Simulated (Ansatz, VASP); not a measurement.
SrW2 in VASP and in Ansatz

```
Sr W
1.0
     4.94871    0.00000    0.00000
    -2.47436    4.28571    0.00000
     0.00000    0.00000    2.80691
Sr W
1 2
Direct
  0.00000 0.00000 0.00000
  0.66667 0.33333 0.62821
  0.33333 0.66667 0.37179
```

Change from the starting cell: species swapped into the TbHg2 type (P-3m1, No. 164).

Alike in both runs: functional PBE; k mesh 6 × 6 × 6; occupations gaussian, width 0.1 eV; no spin polarisation.

Ansatz relaxed the structure, and its values are those at the end. VASP's run is a single point on that final structure, the one shown.

```csv
,VASP,Ansatz
version,VASP 6.6.1,Ansatz 0.2.0
potentials or method,"VASP PAW PBE potentials, release 64 (Sr_sv, W_sv), cutoff 520 eV","scalar-relativistic, plane waves, PAW"
valence electrons in the cell,38,38
```

Ansatz gave:

- gap on the k mesh at the Fermi level (eV): none
- pressure (GPa): 0.0

**Question.** Estimate VASP's values.

**Answer.** gap on the k mesh at the Fermi level (eV): none; pressure (GPa): 0.6.

A gap of «none» marks a metal or a gap that the smearing closes.

The k mesh is coarse, so the values compare programs but aren't converged. Spin-orbit coupling is off throughout.
